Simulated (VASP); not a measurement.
# Pb (P6_3/mmc) in VASP: further runs, part 2 of 3

VASP 6.6.1. Earlier steps stand in the parts before.

## (3) Single point, PBE (zz strain of +2 %)

Contents of INCAR:

```
SYSTEM = Pb
PREC = Accurate
ENCUT = 520
EDIFF = 1E-6
ISMEAR = -1
SIGMA = 0.05
LREAL = .False.
LASPH = .True.
NELM = 60
ALGO = Normal
ISIF = 2
LWAVE = .False.
LCHARG = .True.
GGA = PE
LELF = .True.
LVHAR = .True.
NBANDS = 21
```

Contents of KPOINTS:

```
regular mesh
0
Gamma
  12 12 7
  0 0 0
```

Contents of POSCAR:

```
Pb
1.0
    3.4800006906      0.0000000000      0.0000000000
   -1.7400003453      3.0137690032      0.0000000000
    0.0000000000      0.0000000000      5.7018000000
Pb
2
Direct
    0.3333333333      0.6666666667      0.2500000000
    0.6666666667      0.3333333333      0.7500000000
```

Potentials or basis: VASP PAW PBE potentials, release 64 (Pb_d).

Command:

```bash
$ cat potpaw_PBE.64/Pb_d/POTCAR > POTCAR
$ mpirun -np 1 vasp_std > vasp.out
```

OUTCAR:

```text
SYSTEM = Pb
   PREC = Accurate
   ENCUT = 520
   EDIFF = 1E-6
   ISMEAR = -1
   LREAL = .False.
   LASPH = .True.
   NELM = 60
   ISIF = 2
   GGA = PE

 ion  position               nearest neighbor table
   1  0.333  0.667  0.250-   2 3.49   2 3.49   2 3.49   2 3.49   2 3.49   2 3.49
   2  0.667  0.333  0.750-   1 3.49   1 3.49   1 3.49   1 3.49   1 3.49   1 3.49

  LATTYP: Found a hexagonal cell.
 ALAT       =     3.4800006906
 C/A-ratio  =     1.6384479507

  Lattice vectors:

 A1 = (   3.4800006906,   0.0000000000,   0.0000000000)
 A2 = (  -1.7400003453,   3.0137690032,   0.0000000000)
 A3 = (   0.0000000000,   0.0000000000,   5.7018000000)

Analysis of symmetry for initial positions (statically):
=====================================================================
 Subroutine PRICEL returns:
 Original cell was already a primitive cell.

 Routine SETGRP: Setting up the symmetry group for a
 hexagonal supercell.

 Subroutine GETGRP returns: Found 24 space group operations
 (whereof 12 operations were pure point group operations)
 out of a pool of 24 trial point group operations.

The static configuration has the point symmetry D_3d.
 The point group associated with its full space group is D_6h.

Analysis of symmetry for dynamics (positions and initial velocities):
=====================================================================
 Subroutine PRICEL returns:
 Original cell was already a primitive cell.

 Routine SETGRP: Setting up the symmetry group for a
 hexagonal supercell.

 Subroutine GETGRP returns: Found 24 space group operations
 (whereof 12 operations were pure point group operations)
 out of a pool of 24 trial point group operations.

The dynamic configuration has the point symmetry D_3d.
 The point group associated with its full space group is D_6h.

[... 99 lines left out ...]
   LREAL  =      F    real-space projection
   EDIFFG = 0.1E-04   stopping-criterion for IOM
   NSW    =      0    number of steps for IOM
   IBRION =     -1    ionic relax: 0-MD 1-quasi-New 2-CG
   NFREE  =      0    steps in history (QN), initial steepest desc. (CG)
   ISIF   =      2    stress and relaxation
   ISYM   =      2    0-nonsym 1-usesym 2-fastsym
   POTIM  = 0.5000    time-step for ionic-motion
   TEBEG  =    0.0;   TEEND  =   0.0 temperature during run
   PSTRESS=    0.0 pullay stress
   NELECT =      28.0000    total number of electrons
   NUPDOWN=      -1.0000    fix difference up-down
   EMIN   =  10.00;   EMAX   =-10.00  energy-range for DOS
   EFERMI =   0.00;   METHOD = LEGACY
   ISMEAR =    -1;   SIGMA  =   0.05  broadening in eV -4-tet -1-fermi 0-gaus
   EFERMI_NEDOS =   21; number of points for ismear=-14 and -15
   IALGO  =     38    algorithm
   IMIX   =      4    mixing-type and parameters
     AMIX     =   0.40;   BMIX     =  1.00
     AMIX_MAG =   1.60;   BMIX_MAG =  1.00
  volume/ion in A,a.u.               =      29.90       201.78
  Fermi-wavevector in a.u.,A,eV,Ry     =   1.271239  2.402293 21.987663  1.616048
  Thomas-Fermi vector in A             =   2.404183
   LORBIT       =      0    0 simple, 1 ext, 2 COOP (PROOUT), +10 PAW based schemes
   GGA     = PE    functional components
[... 5 lines left out ...]
 non-spin polarized calculation
  energy-cutoff  :      520.00
  volume of cell :       59.80
 maximum number of plane-waves:      1641
 NGX is ok and might be reduce to    28
   NGX = 13   NGY = 13   NGZ = 21

 number of electron      27.9999998 magnetization

 Free energy of the ion-electron system (eV)
  ---------------------------------------------------
  ext. energy  EPLUGINS =         0.00000000
  ---------------------------------------------------
  free energy    TOTEN  =        -7.05642436 eV

  energy without entropy =       -7.04503923  energy(sigma->0) =       -7.05073180

 E-fermi :   7.3905     XC(G=0): -10.2537

 val. band max:        7.3871558435   @ k =   0.1667   0.0833   0.4286
 cond. band min:       7.4007190660   @ k =   0.1667   0.0000   0.4286
 fundamental gap:      0.0135632225
 Fermi energy:         7.3904691879

 k-point     1 :       0.0000    0.0000    0.0000
  band No.  band energies     occupation
      1      -9.6799      2.00000
      2      -9.6494      2.00000
      3      -9.6242      2.00000
      4      -9.6242      2.00000
      5      -9.6026      2.00000
      6      -9.6026      2.00000
[... 565 lines left out ...]
     20      15.6390      0.00000
     21      17.4697      0.00000

 [... further k-points ...]
[... 5 lines left out ...]
  --------------------------------------------------------------------------------------
  -------------------------------------------------------------------------------------
  Total        1.0417549      1.0417549      1.3103207      0.0000000      0.0000000      0.0000000
  in kB       27.9109665     27.9109665     35.1064509      0.0000000      0.0000000      0.0000000
  external PRESSURE =      30.3094613 kB  Pullay stress =       0.0000000 kB

 VOLUME and BASIS-vectors are now :
 -----------------------------------------------------------------------------
  energy-cutoff  :      520.00
  volume of cell :       59.80
      direct lattice vectors                 reciprocal lattice vectors
     3.480000691  0.000000000  0.000000000     0.287356265  0.165905217  0.000000000
    -1.740000345  3.013769003  0.000000000     0.000000000  0.331810434  0.000000000
     0.000000000  0.000000000  5.701800000     0.000000000  0.000000000  0.175383212

 POSITION                                       TOTAL-FORCE (eV/Angst)
 -----------------------------------------------------------------------------------
     -0.00000      2.00918      1.42545        -0.000000     -0.000000      0.000000
      1.74000      1.00459      4.27635         0.000000      0.000000      0.000000
 -----------------------------------------------------------------------------------
    total drift:                               -0.000000      0.000000      0.000000

  FREE ENERGIE OF THE ION-ELECTRON SYSTEM (eV)
  ---------------------------------------------------
  free  energy   TOTEN  =        -7.0564243602 eV

  energy  without entropy=       -7.0450392316  energy(sigma->0) =       -7.05073180
```

stdout:

```text
POSCAR found type information on POSCAR Pb
 POSCAR found :  1 types and       2 ions
 scaLAPACK will be used
 LDA part: xc-table for (Slater+PW92), standard interpolation
 POSCAR, INCAR and KPOINTS ok, starting setup
 FFT: planning ... GRIDC
 FFT: planning ... GRID_SOFT
 FFT: planning ... GRID
 WAVECAR not read
 entering main loop
```

Wall time 26 s (1 thread of Intel Xeon 6975P-C (Granite Rapids), shared host); peak memory 0.22 GiB.

What came out:

* Free energy: -7.0564 eV
* Pressure: 3.0 GPa
* Band gap on the k mesh: zero (band 14 reaches 13.20 eV, above the bottom of band 15 at 5.44 eV)

Caveat: the cell differs from its parent crystal (zz strain of +2 %); spin-orbit coupling is left out, which moves the levels of the heavy elements.

## (4) Single point, PBE (equal xx and yy strain of +2 %)

Contents of INCAR:

```
SYSTEM = Pb
  PREC = Accurate
  ENCUT = 520
  EDIFF = 1E-6
  ISMEAR = -1
  SIGMA = 0.05
  LREAL = .False.
  LASPH = .True.
  NELM = 80
  ALGO = Normal
  ISIF = 2
  LWAVE = .False.
  LCHARG = .True.
  GGA = PE
  LELF = .True.
  LVHAR = .True.
  NBANDS = 21
```

KPOINTS is that of step 3.

Contents of POSCAR:

```
Pb
1.0
    3.5496007044      0.0000000000      0.0000000000
   -1.7748003522      3.0740443833      0.0000000000
    0.0000000000      0.0000000000      5.5900000000
Pb
2
Direct
    0.3333333333      0.6666666667      0.2500000000
    0.6666666667      0.3333333333      0.7500000000
```

Potentials or basis: VASP PAW PBE potentials, release 64 (Pb_d).

Command:

```bash
$ cat potpaw_PBE.64/Pb_d/POTCAR > POTCAR
$ mpirun -np 1 vasp_std > vasp.out
```

OUTCAR:

```text
SYSTEM = Pb
   PREC = Accurate
   ENCUT = 520
   EDIFF = 1E-6
   ISMEAR = -1
   LREAL = .False.
   LASPH = .True.
   NELM = 80
   ISIF = 2
   GGA = PE

 ion  position               nearest neighbor table
   1  0.333  0.667  0.250-   2 3.47   2 3.47   2 3.47   2 3.47   2 3.47   2 3.47
   2  0.667  0.333  0.750-   1 3.47   1 3.47   1 3.47   1 3.47   1 3.47   1 3.47

  LATTYP: Found a hexagonal cell.
 ALAT       =     3.5496007044
 C/A-ratio  =     1.5748250199

  Lattice vectors:

 A1 = (   3.5496007044,   0.0000000000,   0.0000000000)
 A2 = (  -1.7748003522,   3.0740443833,   0.0000000000)
 A3 = (   0.0000000000,   0.0000000000,   5.5900000000)

Analysis of symmetry for initial positions (statically):
=====================================================================
 Subroutine PRICEL returns:
 Original cell was already a primitive cell.

 Routine SETGRP: Setting up the symmetry group for a
 hexagonal supercell.

 Subroutine GETGRP returns: Found 24 space group operations
 (whereof 12 operations were pure point group operations)
 out of a pool of 24 trial point group operations.

The static configuration has the point symmetry D_3d.
 The point group associated with its full space group is D_6h.

Analysis of symmetry for dynamics (positions and initial velocities):
=====================================================================
 Subroutine PRICEL returns:
 Original cell was already a primitive cell.

 Routine SETGRP: Setting up the symmetry group for a
 hexagonal supercell.

 Subroutine GETGRP returns: Found 24 space group operations
 (whereof 12 operations were pure point group operations)
 out of a pool of 24 trial point group operations.

The dynamic configuration has the point symmetry D_3d.
 The point group associated with its full space group is D_6h.

 Subroutine INISYM returns: Found 24 space group operations
 (whereof 12 operations are pure point group operations),
 and found     1 'primitive' translations

----------------------------------------------------------------------------------------

                                     Primitive cell

  volume of cell :      60.9960

  direct lattice vectors                    reciprocal lattice vectors
     3.549600704  0.000000000  0.000000000     0.281721828  0.162652173  0.000000000
    -1.774800352  3.074044383  0.000000000     0.000000000  0.325304347  0.000000000
     0.000000000  0.000000000  5.590000000     0.000000000  0.000000000  0.178890877

  length of vectors
     3.549600704  3.549600704  5.590000000     0.325304347  0.325304347  0.178890877

  position of ions in fractional coordinates (direct lattice)
     0.333333333  0.666666667  0.250000000
     0.666666667  0.333333333  0.750000000

  ion indices of the primitive-cell ions
   primitive index   ion index
                 1           1
                 2           2

----------------------------------------------------------------------------------------

 KPOINTS: regular mesh

Automatic generation of k-mesh.
 Grid dimensions read from file:
 generate k-points for:   12   12    7

 Generating k-lattice:

  Cartesian coordinates                     Fractional coordinates (reciprocal lattice)
     0.023476819  0.013554348  0.000000000     0.083333333  0.000000000  0.000000000
     0.000000000  0.027108696  0.000000000     0.000000000  0.083333333  0.000000000
     0.000000000  0.000000000  0.025555840     0.000000000  0.000000000  0.142857143

  Length of vectors
     0.027108696  0.027108696  0.025555840

  Shift w.r.t. Gamma in fractional coordinates (k-lattice)
     0.000000000  0.000000000  0.000000000

 Subroutine IBZKPT returns following result:
 ===========================================

 Found     76 irreducible k-points:

 Following reciprocal coordinates:
            Coordinates               Weight
  0.000000  0.000000  0.000000      1.000000
  0.083333 -0.000000  0.000000      6.000000
  0.166667  0.000000  0.000000      6.000000
  0.250000  0.000000  0.000000      6.000000
  0.333333  0.000000  0.000000      6.000000
  0.416667  0.000000  0.000000      6.000000
[... 16 lines left out ...]
  0.250000  0.000000  0.142857     12.000000
  0.333333  0.000000  0.142857     12.000000
 [... further k-points ...]
   k-points           NKPTS =     76   k-points in BZ     NKDIM =     76   number of bands    NBANDS=     21
   number of dos      NEDOS =    301   number of ions     NIONS =      2
   total plane-waves  NPLWV =  32928
   dimension x,y,z NGX =    28 NGY =   28 NGZ =   42
   dimension x,y,z NGXF=    56 NGYF=   56 NGZF=   84
   ions per type =               2
   NGX,Y,Z   is equivalent  to a cutoff of  13.11, 13.11, 12.49 a.u.
   NGXF,Y,Z  is equivalent  to a cutoff of  26.23, 26.23, 24.98 a.u.
 SYSTEM =  Pb
   PREC   = accura    normal or accurate (medium, high low for compatibility)
   ISTART =      0    job   : 0-new  1-cont  2-samecut
   ICHARG =      2    charge: 1-file 2-atom 10-const
   ISPIN  =      1    spin polarized calculation?
   LNONCOLLINEAR =      F non collinear calculations
   LSORBIT =      F    spin-orbit coupling
   LASPH  =      T    aspherical Exc in radial PAW
   ENCUT  =  520.0 eV  38.22 Ry    6.18 a.u.   6.60  6.60 10.39*2*pi/ulx,y,z
   NELM   =     80;   NELMIN=  2; NELMDL= -5     # of ELM steps
   EDIFF  = 0.1E-05   stopping-criterion for ELM
   LREAL  =      F    real-space projection
   EDIFFG = 0.1E-04   stopping-criterion for IOM
   NSW    =      0    number of steps for IOM
   IBRION =     -1    ionic relax: 0-MD 1-quasi-New 2-CG
   NFREE  =      0    steps in history (QN), initial steepest desc. (CG)
   ISIF   =      2    stress and relaxation
   ISYM   =      2    0-nonsym 1-usesym 2-fastsym
   POTIM  = 0.5000    time-step for ionic-motion
   TEBEG  =    0.0;   TEEND  =   0.0 temperature during run
   PSTRESS=    0.0 pullay stress
   NELECT =      28.0000    total number of electrons
   NUPDOWN=      -1.0000    fix difference up-down
   EMIN   =  10.00;   EMAX   =-10.00  energy-range for DOS
   EFERMI =   0.00;   METHOD = LEGACY
   ISMEAR =    -1;   SIGMA  =   0.05  broadening in eV -4-tet -1-fermi 0-gaus
   EFERMI_NEDOS =   21; number of points for ismear=-14 and -15
   IALGO  =     38    algorithm
   IMIX   =      4    mixing-type and parameters
     AMIX     =   0.40;   BMIX     =  1.00
     AMIX_MAG =   1.60;   BMIX_MAG =  1.00
  volume/ion in A,a.u.               =      30.50       205.81
  Fermi-wavevector in a.u.,A,eV,Ry     =   1.262875  2.386488 21.699295  1.594853
  Thomas-Fermi vector in A             =   2.396261
   LORBIT       =      0    0 simple, 1 ext, 2 COOP (PROOUT), +10 PAW based schemes
   GGA     = PE    functional components
[... 5 lines left out ...]
 non-spin polarized calculation
  energy-cutoff  :      520.00
  volume of cell :       61.00
 maximum number of plane-waves:      1677
 NGX is ok and might be reduce to    28
   NGX = 13   NGY = 13   NGZ = 21

 number of electron      28.0000004 magnetization

 Free energy of the ion-electron system (eV)
  ---------------------------------------------------
  ext. energy  EPLUGINS =         0.00000000
  ---------------------------------------------------
  free energy    TOTEN  =        -7.06805623 eV

  energy without entropy =       -7.05762901  energy(sigma->0) =       -7.06284262

 E-fermi :   7.1941     XC(G=0): -10.1592

 val. band max:        7.1588098388   @ k =   0.1667   0.1667   0.1429
 cond. band min:       7.1999044225   @ k =   0.3333   0.0833   0.0000
 fundamental gap:      0.0410945837
 Fermi energy:         7.1941128403

 k-point     1 :       0.0000    0.0000    0.0000
  band No.  band energies     occupation
      1      -9.8903      2.00000
      2      -9.8422      2.00000
      3      -9.8320      2.00000
      4      -9.8320      2.00000
      5      -9.8090      2.00000
      6      -9.8090      2.00000
[... 13 lines left out ...]
     20      16.0217      0.00000
     21      18.6167      0.00000

 k-point     2 :       0.0833   -0.0000    0.0000
  band No.  band energies     occupation
      1      -9.8872      2.00000
      2      -9.8543      2.00000
      3      -9.8176      2.00000
      4      -9.8137      2.00000
      5      -9.8047      2.00000
      6      -9.8018      2.00000
[... 13 lines left out ...]
     20      16.4740      0.00000
     21      18.1604      0.00000
[... 487 lines left out ...]
      5      -9.7810      2.00000
      6      -9.7224      2.00000
[... 13 lines left out ...]
     20      15.8848      0.00000
     21      17.2379      0.00000

 k-point    24 :       0.3333    0.0000    0.1429
  band No.  band energies     occupation
      1      -9.9613      2.00000
      2      -9.8940      2.00000
      3      -9.8459      2.00000
      4      -9.8424      2.00000
      5      -9.7554      2.00000
      6      -9.7244      2.00000
[... 13 lines left out ...]
     20      15.2780      0.00000
     21      17.7348      0.00000

 [... further k-points ...]
[... 5 lines left out ...]
  --------------------------------------------------------------------------------------
  -------------------------------------------------------------------------------------
  Total        0.5684185      0.5684185      0.8974528     -0.0000000      0.0000000      0.0000000
  in kB       14.9306020     14.9306020     23.5733202     -0.0000000      0.0000000      0.0000000
  external PRESSURE =      17.8115081 kB  Pullay stress =       0.0000000 kB

 VOLUME and BASIS-vectors are now :
 -----------------------------------------------------------------------------
  energy-cutoff  :      520.00
  volume of cell :       61.00
      direct lattice vectors                 reciprocal lattice vectors
     3.549600704  0.000000000  0.000000000     0.281721828  0.162652173  0.000000000
    -1.774800352  3.074044383  0.000000000     0.000000000  0.325304347  0.000000000
     0.000000000  0.000000000  5.590000000     0.000000000  0.000000000  0.178890877

 POSITION                                       TOTAL-FORCE (eV/Angst)
 -----------------------------------------------------------------------------------
     -0.00000      2.04936      1.39750        -0.000000      0.000000      0.000000
      1.77480      1.02468      4.19250         0.000000     -0.000000      0.000000
 -----------------------------------------------------------------------------------
    total drift:                               -0.000000      0.000000      0.000000

  FREE ENERGIE OF THE ION-ELECTRON SYSTEM (eV)
  ---------------------------------------------------
  free  energy   TOTEN  =        -7.0680562289 eV

  energy  without entropy=       -7.0576290124  energy(sigma->0) =       -7.06284262
```

stdout:

```text
POSCAR found type information on POSCAR Pb
 POSCAR found :  1 types and       2 ions
 scaLAPACK will be used
 LDA part: xc-table for (Slater+PW92), standard interpolation
 POSCAR, INCAR and KPOINTS ok, starting setup
 FFT: planning ... GRIDC
 FFT: planning ... GRID_SOFT
 FFT: planning ... GRID
 WAVECAR not read
 entering main loop
```

Wall time 26 s (1 thread of Intel Xeon 6975P-C (Granite Rapids), shared host); peak memory 0.22 GiB.

What came out:

- Free energy: -7.0681 eV
- Pressure: 1.8 GPa
- Band gap on the k mesh: zero (band 14 reaches 12.43 eV, above the bottom of band 15 at 5.21 eV)

Levels at points of the mesh, in eV from the Fermi level:
```csv
k point,band 12,band 13,band 14,band 15,band 16,band 17
"(0.00, 0.00, 0.00)",-7.80,-4.07,5.15,5.15,7.03,7.03
"(0.50, 0.00, 0.00)",-7.16,-2.75,-1.21,-0.49,1.78,1.78
```

Caveat: the cell differs from its parent crystal (equal xx and yy strain of +2 %); spin-orbit coupling is left out, which moves the levels of the heavy elements.

(Part 2 of 3 ends here.)
